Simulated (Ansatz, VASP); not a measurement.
## Two plane-wave programs on C

```
C
1.0
     1.22200    0.70552   10.36701
    -1.22200    0.70552   10.36701
     0.00000   -1.41104   10.36701
C
10
Direct
  0.02483 0.02483 0.02483
  0.97517 0.97517 0.97517
  0.10868 0.10868 0.10868
  0.89132 0.89132 0.89132
  0.15837 0.15837 0.15837
  0.84163 0.84163 0.84163
  0.37486 0.37486 0.37486
  0.62514 0.62514 0.62514
  0.42532 0.42532 0.42532
  0.57468 0.57468 0.57468
```

Alike in both runs: task single point; functional PBE; k mesh 12 × 12 × 12; occupations gaussian, width 0.05 eV; no spin polarisation.

|  | VASP | Ansatz |
| --- | --- | --- |
| version | VASP 6.6.1 | Ansatz 0.2.0 |
| potentials or method | VASP PAW PBE potentials, release 64 (C), cutoff 520 eV | scalar-relativistic, plane waves, PAW |
| valence electrons in the cell | 40 | 40 |

|  | VASP | Ansatz | Ansatz less VASP |
| --- | --- | --- | --- |
| gap on the k mesh at the Fermi level (eV) | 4.76 | 4.78 | +0.011 |
| least direct gap on the mesh (eV) | 4.86 | 4.87 | +0.004 |
| rms of the force components (eV/Å) | 0.100 | 0.093 | -0.0074 |

Atom by atom the forces differ by 0.007 eV/Å (rms over components).
